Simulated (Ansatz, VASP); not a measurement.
# One calculation of Cr, two programs

The input INCAR:

```
SYSTEM = Cr
PREC = Accurate
ENCUT = 520
EDIFF = 1E-6
ISMEAR = -1
SIGMA = 0.05
LREAL = .FALSE.
LASPH = .TRUE.
NELM = 150
ALGO = Normal
ISIF = 2
LWAVE = .FALSE.
LCHARG = .FALSE.
ISPIN = 2
MAGMOM = -3 3
LORBIT = 11
LMAXMIX = 4
GGA = PE
NBANDS = 23
```

File KPOINTS:

```
Automatic mesh
0
G
  11 11 11
  0 0 0
```

The input POSCAR:

```
Cr
1.0
    2.9688993551      0.0000000000      0.0000000000
    0.0000000000      2.9688993551      0.0000000000
    0.0000000000      0.0000000000      2.9688993551
Cr
2
Direct
    0.0000000000      0.0000000000      0.0000000000
    0.5000000000      0.5000000000      0.5000000000
```

Input for Ansatz:

```yaml
crystal:
  lattice:
    - [2.9688993551, 0.0, 0.0]
    - [0.0, 2.9688993551, 0.0]
    - [0.0, 0.0, 2.9688993551]
  atoms:
    - { symbol: Cr, position: [0.0, 0.0, 0.0], spin: -3.0 }
    - { symbol: Cr, position: [0.5, 0.5, 0.5], spin: 3.0 }
magnetization:
  spin_polarized: true
kpoints:
  mp_grid: { grid: [11, 11, 11] }
scf:
  occupations: { method: fermi_dirac, width: 0.05 }
  lower_state_search: "off"
hamiltonian:
  xc: pbe
  pseudopotentials: { kind: all_electron, lapw: { basis_error: 0.001 } }
output:
  forces: true
  stress: true
  eigenvalues: false
  populations: true
```

Alike in both runs: task single point; functional PBE; k mesh 11 × 11 × 11; occupations fermi-dirac, width 0.05 eV; collinear spin.

|  | VASP | Ansatz |
| --- | --- | --- |
| version | VASP 6.6.1 | Ansatz 0.2.0 |
| potentials or method | VASP PAW PBE potentials, release 64 (Cr_pv), cutoff 520 eV | all-electron LAPW, scalar-relativistic |

|  | VASP | Ansatz | Ansatz less VASP |
| --- | --- | --- | --- |
| pressure (GPa) | -13.4 | -13.7 | -0.35 |
| net moment per atom (μB) | 0.00 | 0.00 | 0.000 |
| size of the moment on the site where the two differ most (μB) | 1.80 | 1.75 | -0.049 |

Site moments also hang on the region over which each program counts them. Ansatz ran all-electron here, and VASP with PAW potentials.
